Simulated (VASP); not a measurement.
Wanted: the native input for a VASP 6.6.1 run.

- Task: electric field gradients
- Functional: LDA
- Potentials or basis: VASP PAW LDA potentials, release 64 (Zn, O)
- Cutoff: 520 eV
- k mesh: 8 × 8 × 5
- Occupations: fermi-dirac, width 0.01 eV
- Spin: no spin polarisation
- Dipole correction: no
- Further INCAR settings: ALGO = Normal; EDIFF = 1e-08; NBANDS = 26

The structure of ZnO lies in POSCAR:

```
ZnO
1.0
    3.2385310885      0.0000000000      0.0000000000
   -1.6192655442      2.8046501935      0.0000000000
    0.0000000000      0.0000000000      5.1863958566
Zn O
2 2
Direct
    0.3333333333      0.6666666667      0.0000000000
    0.6666666667      0.3333333333      0.5000000000
    0.3333333333      0.6666666667      0.3821000000
    0.6666666667      0.3333333333      0.8821000000
```

This cell differs from its parent crystal: volume scaled by 0.99.

The input as run:

INCAR

```
PREC     = Accurate       # precision mode
ENCUT    = 520            # plane-wave cutoff, eV
EDIFF    = 1E-8           # SCF threshold, eV
ISMEAR   = -1             # smearing method
SIGMA    = 0.01           # smearing width, eV
LREAL    = False          # projectors in reciprocal space
LASPH    = True           # aspherical terms in the spheres
NELM     = 60             # most SCF steps
ALGO     = Normal         # electronic algorithm
ISIF     = 2              # what is computed and relaxed
LWAVE    = False          # write WAVECAR
LCHARG   = False          # write CHGCAR
GGA      = CA             # functional
LEFG     = True         
NBANDS   = 26             # bands
```

KPOINTS

```
Automatic mesh
0
Gamma
  8 8 5
```

Potentials or basis: VASP PAW LDA potentials, release 64 (Zn, O).

Launch:

```bash
$ cat potpaw_LDA.64/Zn/POTCAR potpaw_LDA.64/O/POTCAR > POTCAR
$ mpirun -np 1 vasp_std > vasp.out
```

Results of the run:

| Item | Value |
| --- | --- |
| Pressure | -4.6 GPa |
| Largest force | 0.041 eV/Å |
| Band gap on the k mesh | 0.76 eV, direct |

Caveat: without QUAD_EFG the Cq values of the log hold for a quadrupole moment of 1 mb, not for the nuclei.

Run time: 41 s on 1 thread of Intel(R) Xeon(R) Platinum 8488C (Sapphire Rapids) (shared host), peak memory 0.15 GiB.
